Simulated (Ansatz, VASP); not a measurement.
## One calculation of CoSi2, two programs

The input INCAR:

```
SYSTEM = CoSi2
PREC     = Accurate       ! precision mode
ENCUT    = 520            ! plane-wave cutoff, eV
EDIFF    = 1E-6           ! SCF threshold, eV
ISMEAR   = 0              ! smearing method
SIGMA    = 0.1            ! smearing width, eV
LREAL    = .FALSE.        ! projectors in reciprocal space
LASPH    = .TRUE.         ! aspherical terms in the spheres
NELM     = 60             ! most SCF steps
ALGO     = Normal         ! electronic algorithm
ISIF     = 2              ! what is computed and relaxed
LWAVE    = .FALSE.        ! write WAVECAR
LCHARG   = .TRUE.         ! write CHGCAR
LDIPOL   = .TRUE.       
IDIPOL   = 3            
DIPOL    = 0.5 0.5 0.660
GGA      = PE             ! functional
LELF     = .TRUE.         ! ELF
LVHAR    = .TRUE.       
LVACPOTAV= .TRUE.       
NBANDS   = 26             ! bands
```

Contents of KPOINTS:

```
Automatic mesh
0
G
  9 9 1
  0 0 0
```

The input POSCAR:

```
CoSi2
1.0
    3.8677060746      0.0000000000      0.0000000000
   -1.9338530373      3.3495317150      0.0000000000
    0.0000000000      0.0000000000     28.9044396925
Si Co
4 2
Direct
    0.3332319266      0.6667680734      0.5889796135
    0.6665656571      0.3334343429      0.6309383026
    0.9998941149      0.0001058851      0.6879852802
    0.3332283188      0.6667716812      0.7321348482
   -0.0001012253      1.0001012253      0.6091539808
    0.6665606092      0.3334393908      0.7103817750
```

Input for Ansatz:

```yaml
crystal:
  lattice:
    - [3.8677060746, 0.0, 0.0]
    - [-1.9338530373, 3.349531715, 0.0]
    - [0.0, 0.0, 28.9044396925]
  atoms:
    - { symbol: Si, position: [0.3332319266, 0.6667680734, 0.5889796135] }
    - { symbol: Co, position: [-0.0001012253, 1.0001012253, 0.6091539808] }
    - { symbol: Si, position: [0.6665656571, 0.3334343429, 0.6309383026] }
    - { symbol: Si, position: [0.9998941149, 0.0001058851, 0.6879852802] }
    - { symbol: Co, position: [0.6665606092, 0.3334393908, 0.710381775] }
    - { symbol: Si, position: [0.3332283188, 0.6667716812, 0.7321348482] }
basis:
  ecutwfc: 420
kpoints:
  mp_grid: { grid: [9, 9, 1] }
hamiltonian:
  xc: pbe
scf:
  occupations: { method: gaussian, width: 0.1 }
output:
  forces: true
  stress: true
  eigenvalues: true
  write_density: true
  write_potential: true
  elf: true
  volumetric_format: npy
efield:
  axis: 3
  dipole_correction: true
  ramp_width: 0.04
```

Alike in both runs: task single point; functional PBE; k mesh 9 × 9 × 1; occupations gaussian, width 0.1 eV; no spin polarisation.

|  | VASP | Ansatz |
| --- | --- | --- |
| version | VASP 6.6.1 | Ansatz 0.2.0 |
| potentials or method | VASP PAW PBE potentials, release 64 (Si, Co), cutoff 520 eV | scalar-relativistic, plane waves, PAW |
| valence electrons in the cell | 34 | 50 |

```csv
,VASP,Ansatz,Ansatz less VASP
gap on the k mesh at the Fermi level (eV),none,none,-
rms of the force components (eV/Å),0.202,0.204,+0.0022
"work function, face that differs most (eV)",5.14,5.14,-0.004
```

A gap of «none» marks a metal or a gap that the smearing closes. VASP's potentials hold 34 valence electrons a cell and Ansatz's 50, so a difference there can come from the potentials and not from the codes. Ansatz's warnings: structure snapped to symmetry, xc potential rough in thin density.
